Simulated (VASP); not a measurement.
# Lu (Cmmm) in VASP: further runs

Lu is run at these levels: PBE; tasks: single point.

Program: VASP 6.6.1. These are calculated values, not measurements. Logs are shortened: lines on timing, memory, paths and dates and some standing lists are left out, and cuts for length are marked.

### Step 1. The cell of the first run

Symmetry: Cmmm, No. 65, orthorhombic system. Conventional cell: a = 3.331 Å, b = 5.785 Å, c = 3.194 Å, α = 90.00°, β = 90.00°, γ = 90.00°. Within 4.2 Å of Lu (site symmetry mmm) lie 8 Lu at 3.19 to 3.34 Å.

The cell was generated, and may not be a known phase.

### Step 2. Single point, PBE

File INCAR:

```
ALGO = Normal
EDIFF = 1E-6
ENCUT = 520
GGA = PE
ISIF = 2
ISMEAR = 0
LASPH = True
LCHARG = True
LELF = True
LREAL = False
LVHAR = True
LWAVE = False
NBANDS = 18
NELM = 100
PREC = Accurate
SIGMA = 0.1
```

File KPOINTS:

```
k-points
0
Gamma
  6 6 6
```

File POSCAR:

```
Lu
1.0
    1.6655394998     -2.8923760107      0.0000000000
    1.6655394998      2.8923760107      0.0000000000
    0.0000000000      0.0000000000      3.1940869724
Lu
1
Direct
    0.5000000000      0.5000000000      0.0000000000
```

Potentials or basis: VASP PAW PBE potentials, release 64 (Lu).

Launch:

```sh
cat potpaw_PBE.64/Lu/POTCAR > POTCAR
mpirun -np 1 vasp_std > vasp.out
```

OUTCAR:

```text
EDIFF = 1E-6
   ENCUT = 520
   GGA = PE
   ISIF = 2
   ISMEAR = 0
   LASPH = True
   LREAL = False
   NELM = 100
   PREC = Accurate

 ion  position               nearest neighbor table
   1  0.500  0.500  0.000-

  LATTYP: Found a base centered orthorhombic cell.
 ALAT       =     3.3310789996
 B/A-ratio  =     1.7366000693
 C/A-ratio  =     0.9588745787

  Lattice vectors:

 A1 = (   1.6655394998,  -2.8923760107,   0.0000000000)
 A2 = (   1.6655394998,   2.8923760107,   0.0000000000)
 A3 = (   0.0000000000,   0.0000000000,   3.1940869724)

Analysis of symmetry for initial positions (statically):
=====================================================================
 Subroutine PRICEL returns:
 Original cell was already a primitive cell.

 Routine SETGRP: Setting up the symmetry group for a
 base centered orthorhombic supercell.

 Subroutine GETGRP returns: Found  8 space group operations
 (whereof  8 operations were pure point group operations)
 out of a pool of  8 trial point group operations.

The static configuration has the point symmetry D_2h.

Analysis of symmetry for dynamics (positions and initial velocities):
=====================================================================
 Subroutine PRICEL returns:
 Original cell was already a primitive cell.

 Routine SETGRP: Setting up the symmetry group for a
 base centered orthorhombic supercell.

 Subroutine GETGRP returns: Found  8 space group operations
 (whereof  8 operations were pure point group operations)
 out of a pool of  8 trial point group operations.

The dynamic configuration has the point symmetry D_2h.

 Subroutine INISYM returns: Found  8 space group operations
 (whereof  8 operations are pure point group operations),
 and found     1 'primitive' translations

----------------------------------------------------------------------------------------

                                     Primitive cell

  volume of cell :      30.7742

  direct lattice vectors                    reciprocal lattice vectors
     1.665539500 -2.892376011  0.000000000     0.300203027 -0.172868257  0.000000000
     1.665539500  2.892376011  0.000000000     0.300203027  0.172868257  0.000000000
     0.000000000  0.000000000  3.194086972     0.000000000  0.000000000  0.313078513

  length of vectors
     3.337643003  3.337643003  3.194086972     0.346417800  0.346417800  0.313078513

  position of ions in fractional coordinates (direct lattice)
     0.500000000  0.500000000  0.000000000

  ion indices of the primitive-cell ions
   primitive index   ion index
                 1           1

----------------------------------------------------------------------------------------

 KPOINTS: k-points

Automatic generation of k-mesh.
 Grid dimensions read from file:
 generate k-points for:    6    6    6

 Generating k-lattice:

  Cartesian coordinates                     Fractional coordinates (reciprocal lattice)
     0.050033838 -0.028811376  0.000000000     0.166666667  0.000000000  0.000000000
     0.050033838  0.028811376  0.000000000     0.000000000  0.166666667  0.000000000
     0.000000000  0.000000000  0.052179752     0.000000000  0.000000000  0.166666667

  Length of vectors
     0.057736300  0.057736300  0.052179752

  Shift w.r.t. Gamma in fractional coordinates (k-lattice)
     0.000000000  0.000000000  0.000000000

 Subroutine IBZKPT returns following result:
 ===========================================

 Found     52 irreducible k-points:

 Following reciprocal coordinates:
            Coordinates               Weight
  0.000000  0.000000  0.000000      1.000000
  0.166667  0.000000  0.000000      4.000000
  0.333333 -0.000000  0.000000      4.000000
  0.500000 -0.000000  0.000000      2.000000
  0.166667  0.166667  0.000000      2.000000
  0.333333  0.166667  0.000000      4.000000
[... 16 lines left out ...]
  0.333333  0.333333  0.166667      4.000000
  0.500000  0.333333  0.166667      8.000000
 [... further k-points ...]
   k-points           NKPTS =     52   k-points in BZ     NKDIM =     52   number of bands    NBANDS=     18
   number of dos      NEDOS =    301   number of ions     NIONS =      1
   total plane-waves  NPLWV =  18816
   dimension x,y,z NGX =    28 NGY =   28 NGZ =   24
   dimension x,y,z NGXF=    56 NGYF=   56 NGZF=   48
   ions per type =               1
   NGX,Y,Z   is equivalent  to a cutoff of  13.95, 13.95, 12.49 a.u.
   NGXF,Y,Z  is equivalent  to a cutoff of  27.89, 27.89, 24.98 a.u.
 SYSTEM =  unknown system
   PREC   = accura    normal or accurate (medium, high low for compatibility)
   ISTART =      0    job   : 0-new  1-cont  2-samecut
   ICHARG =      2    charge: 1-file 2-atom 10-const
   ISPIN  =      1    spin polarized calculation?
   LNONCOLLINEAR =      F non collinear calculations
   LSORBIT =      F    spin-orbit coupling
   LASPH  =      T    aspherical Exc in radial PAW
   ENCUT  =  520.0 eV  38.22 Ry    6.18 a.u.   6.21  6.21  5.94*2*pi/ulx,y,z
   NELM   =    100;   NELMIN=  2; NELMDL= -5     # of ELM steps
   EDIFF  = 0.1E-05   stopping-criterion for ELM
   LREAL  =      F    real-space projection
   EDIFFG = 0.1E-04   stopping-criterion for IOM
   NSW    =      0    number of steps for IOM
   IBRION =     -1    ionic relax: 0-MD 1-quasi-New 2-CG
   NFREE  =      0    steps in history (QN), initial steepest desc. (CG)
   ISIF   =      2    stress and relaxation
   ISYM   =      2    0-nonsym 1-usesym 2-fastsym
   POTIM  = 0.5000    time-step for ionic-motion
   TEBEG  =    0.0;   TEEND  =   0.0 temperature during run
   PSTRESS=    0.0 pullay stress
   NELECT =      25.0000    total number of electrons
   NUPDOWN=      -1.0000    fix difference up-down
   EMIN   =  10.00;   EMAX   =-10.00  energy-range for DOS
   EFERMI =   0.00;   METHOD = LEGACY
   ISMEAR =     0;   SIGMA  =   0.10  broadening in eV -4-tet -1-fermi 0-gaus
   EFERMI_NEDOS =   21; number of points for ismear=-14 and -15
   IALGO  =     38    algorithm
   IMIX   =      4    mixing-type and parameters
     AMIX     =   0.40;   BMIX     =  1.00
     AMIX_MAG =   1.60;   BMIX_MAG =  1.00
  volume/ion in A,a.u.               =      30.77       207.67
  Fermi-wavevector in a.u.,A,eV,Ry     =   1.527540  2.886633 31.747556  2.333380
  Thomas-Fermi vector in A             =   2.635422
   LORBIT       =      0    0 simple, 1 ext, 2 COOP (PROOUT), +10 PAW based schemes
   GGA     = PE    functional components
   LHFCALC =     F    Hartree Fock is set to
   AEXX    =    0.0000 exact exchange contribution
   IVDW    =     0    specifies the selected vdW correction
   LEPSILON=     F    determine dielectric tensor
   LRPA    =     F    only Hartree local field effects (RPA)
 non-spin polarized calculation
 Gauss-broadening in eV      SIGMA  =   0.10
  energy-cutoff  :      520.00
  volume of cell :       30.77
 maximum number of plane-waves:       843
 NGX is ok and might be reduce to    28
   NGX = 13   NGY = 13   NGZ = 11

 number of electron      25.0000000 magnetization

 Free energy of the ion-electron system (eV)
  ---------------------------------------------------
  ext. energy  EPLUGINS =         0.00000000
  ---------------------------------------------------
  free energy    TOTEN  =        -4.01546017 eV

  energy without entropy =       -3.99844753  energy(sigma->0) =       -4.00695385

 E-fermi :   1.8970     XC(G=0): -10.3817

 val. band max:        1.8792895278   @ k =   0.5000   0.1667   0.3333
 cond. band min:       1.9175122003   @ k =  -0.1667   0.1667   0.0000
 fundamental gap:      0.0382226724
 Fermi energy:         1.8970459691

 k-point     1 :       0.0000    0.0000    0.0000
  band No.  band energies     occupation
      1     -54.5294      2.00000
      2     -25.0314      2.00000
      3     -24.8890      2.00000
      4     -24.8873      2.00000
      5      -3.8332      2.00000
      6      -3.2695      2.00000
[... 10 lines left out ...]
     17       8.3526      0.00000
     18      12.4330      0.00000

 k-point     2 :       0.1667    0.0000    0.0000
  band No.  band energies     occupation
      1     -54.5216      2.00000
      2     -25.0241      2.00000
      3     -25.0170      2.00000
      4     -24.9200      2.00000
      5      -3.2771      2.00000
      6      -3.2611      2.00000
[... 10 lines left out ...]
     17       8.1757      0.00000
     18      13.3925      0.00000

 k-point     3 :       0.3333   -0.0000    0.0000
  band No.  band energies     occupation
      1     -54.5060      2.00000
      2     -25.2866      2.00000
      3     -24.9878      2.00000
      4     -24.9822      2.00000
      5      -3.3013      2.00000
      6      -3.2702      2.00000
[... 10 lines left out ...]
     17       7.8568      0.00000
     18      10.7524      0.00000

 k-point     4 :       0.5000   -0.0000    0.0000
  band No.  band energies     occupation
      1     -54.4982      2.00000
      2     -25.4131      2.00000
      3     -25.0130      2.00000
      4     -24.9732      2.00000
      5      -3.3132      2.00000
      6      -3.2767      2.00000
[... 375 lines left out ...]
      4     -24.9061      2.00000
      5      -3.2729      2.00000
      6      -3.2616      2.00000
[... 10 lines left out ...]
     17       7.3051      0.00000
     18      12.1851      0.00000

 k-point    23 :       0.3333    0.3333    0.1667
  band No.  band energies     occupation
      1     -54.4877      2.00000
      2     -25.2411      2.00000
      3     -25.2384      2.00000
      4     -25.0984      2.00000
      5      -3.2832      2.00000
      6      -3.2826      2.00000
[... 10 lines left out ...]
     17       7.9630      0.00000
     18      10.9634      0.00000

 k-point    24 :       0.5000    0.3333    0.1667
  band No.  band energies     occupation
      1     -54.4917      2.00000
      2     -25.3282      2.00000
      3     -25.1071      2.00000
      4     -25.0672      2.00000
      5      -3.2930      2.00000
      6      -3.2674      2.00000
[... 10 lines left out ...]
     17       8.9860      0.00000
     18       9.7513      0.00000

 [... further k-points ...]

------------------------ aborting loop because EDIFF is reached ----------------------------------------

  FORCE on cell =-STRESS in cart. coord.  units (eV):
  Direction    XX          YY          ZZ          XY          YZ          ZX
  --------------------------------------------------------------------------------------
  -------------------------------------------------------------------------------------
  Total       -0.0030815     -0.0322148     -0.0359113      0.0000000      0.0000000      0.0000000
  in kB       -0.1604304     -1.6771813     -1.8696300      0.0000000      0.0000000      0.0000000
  external PRESSURE =      -1.2357472 kB  Pullay stress =       0.0000000 kB

 VOLUME and BASIS-vectors are now :
 -----------------------------------------------------------------------------
  energy-cutoff  :      520.00
  volume of cell :       30.77
      direct lattice vectors                 reciprocal lattice vectors
     1.665539500 -2.892376011  0.000000000     0.300203027 -0.172868257  0.000000000
     1.665539500  2.892376011  0.000000000     0.300203027  0.172868257  0.000000000
     0.000000000  0.000000000  3.194086972     0.000000000  0.000000000  0.313078513

 POSITION                                       TOTAL-FORCE (eV/Angst)
 -----------------------------------------------------------------------------------
      1.66554      0.00000      0.00000        -0.000000      0.000000      0.000000
 -----------------------------------------------------------------------------------
    total drift:                                0.000000      0.000000     -0.000000

  FREE ENERGIE OF THE ION-ELECTRON SYSTEM (eV)
  ---------------------------------------------------
  free  energy   TOTEN  =        -4.0154601744 eV

  energy  without entropy=       -3.9984475260  energy(sigma->0) =       -4.00695385
```

It took 17 s on 1 thread of AMD EPYC 9R45 (Zen 5), shared host; peak memory 0.14 GiB.

What came out:

```yaml
Free_energy: -4.0155 eV
Pressure: -0.1 GPa
Band_gap_on_the_k_mesh: zero (an odd number of electrons rules out a gap without spin polarisation)
```

Stress tensor (GPa, compression positive):
```
-0.02  0.00  0.00
 0.00 -0.17  0.00
 0.00  0.00 -0.19
```

Caveat: the k points lie up to 0.36 Å⁻¹ apart, too coarse for converged energies and pressures of a metal; spin-orbit coupling is left out, which moves the levels of the heavy elements.

[end of part 1 of 2]

The gap in the log of VASP goes by the Fermi energy; the results here count the filled bands.